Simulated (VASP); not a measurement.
Set up this calculation in VASP 6.6.1, as the native input.

```
Task                   : single point
Functional             : PBE
Potentials or basis    : VASP PAW PBE potentials, release 64 (Pt, Sb)
Cutoff                 : 520 eV
k mesh                 : 10 × 10 × 6
Occupations            : gaussian, width 0.05 eV
Spin                   : no spin polarisation
Dipole correction      : no
Further INCAR settings : ALGO = Normal; EDIFF = 1e-06; NBANDS = 17
```

The structure of Sb2Pt lies in POSCAR:

```
Sb2Pt
1.0
    4.0702931714     -0.0504942365     -0.0036197882
   -2.0788758772      3.5549586310      0.0262052979
   -0.0046592936      0.0362588722      5.1500514070
Pt Sb
1 2
Direct
   -0.0854202154     -0.0115609966      0.0081851346
    0.3301767003      0.6903094526      0.2858030540
    0.7552435151      0.3212515440      0.7060118115
```

This cell differs from its parent crystal: atoms moved at random and the cell strained at random.

The input as run:

INCAR

```
SYSTEM = Sb2Pt
PREC = Accurate ; ENCUT = 520
EDIFF = 1E-6 ; ISMEAR = 0
SIGMA = 0.05 ; LREAL = .FALSE.
LASPH = .TRUE. ; NELM = 100
ALGO = Normal ; ISIF = 2
LWAVE = .FALSE. ; LCHARG = .FALSE.
GGA = PE ; NBANDS = 17
```

KPOINTS

```
regular mesh
0
G
  10 10 6
  0 0 0
```

Potentials or basis: VASP PAW PBE potentials, release 64 (Pt, Sb).

The run is started by

```sh
$ cat potpaw_PBE.64/Pt/POTCAR potpaw_PBE.64/Sb/POTCAR > POTCAR
$ mpirun -np 1 vasp_std > vasp.out
```

Results of the run:

```
Pressure               : 5.7 GPa
Largest force          : 4.243 eV/Å
Band gap on the k mesh : zero (bands 10 and 11 overlap by 3.03 eV)
```

Caveat: the cell differs from its parent crystal (atoms moved at random and the cell strained at random); the stress differs along the axes, from 2 to 9 GPa; spin-orbit coupling is left out, which moves the levels of the heavy elements; forces of over 1 eV/Å act on the atoms, so gaps and moduli don't describe the material at rest.

Run time: 4.2 min on 1 thread of Intel(R) Xeon(R) Platinum 8488C (Sapphire Rapids), with other jobs on the host, peak memory 0.49 GiB.
